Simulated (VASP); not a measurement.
Wanted: the native input for a VASP 6.6.1 run.

```yaml
Task: single point
Functional: PBE
Potentials_or_basis: VASP PAW PBE potentials, release 64 (W_sv)
Cutoff: 520 eV
k_mesh: 32 × 32 × 32
Occupations: gaussian, width 0.3 eV
Spin: no spin polarisation
Dipole_correction: no
Further_INCAR_settings: ALGO = Fast; EDIFF = 1e-07; NBANDS = 13
```

The structure of W lies in POSCAR:

```
W
1.0
   -1.5919385798      1.5919385798      1.5919385798
    1.5919385798     -1.5919385798      1.5919385798
    1.5919385798      1.5919385798     -1.5919385798
W
1
Direct
    0.0000000000      0.0000000000      0.0000000000
```

The input as run:

INCAR

```
SYSTEM = W
PREC = Accurate
ENCUT = 520
EDIFF = 1E-7
ISMEAR = 0
SIGMA = 0.3
LREAL = .False.
LASPH = .True.
NELM = 80
ALGO = Fast
ISIF = 2
LWAVE = .False.
LCHARG = .False.
GGA = PE
NBANDS = 13
```

KPOINTS

```
regular mesh
0
Gamma
  32 32 32
  0 0 0
```

Potentials or basis: VASP PAW PBE potentials, release 64 (W_sv).

Launch:

```console
$ cat potpaw_PBE.64/W_sv/POTCAR > POTCAR
$ mpirun -np 1 vasp_std > vasp.out
```

Results of the run:

```
Pressure               : 0.5 GPa
Band gap on the k mesh : zero (band 7 reaches 16.22 eV, above the bottom of band 8 at 9.99 eV)
```

Caveat: spin-orbit coupling is left out, which moves the levels of the heavy elements.

It took 68 s on 1 thread of Intel(R) Xeon(R) 6975P-C (Granite Rapids) (shared host), peak memory 0.29 GiB.
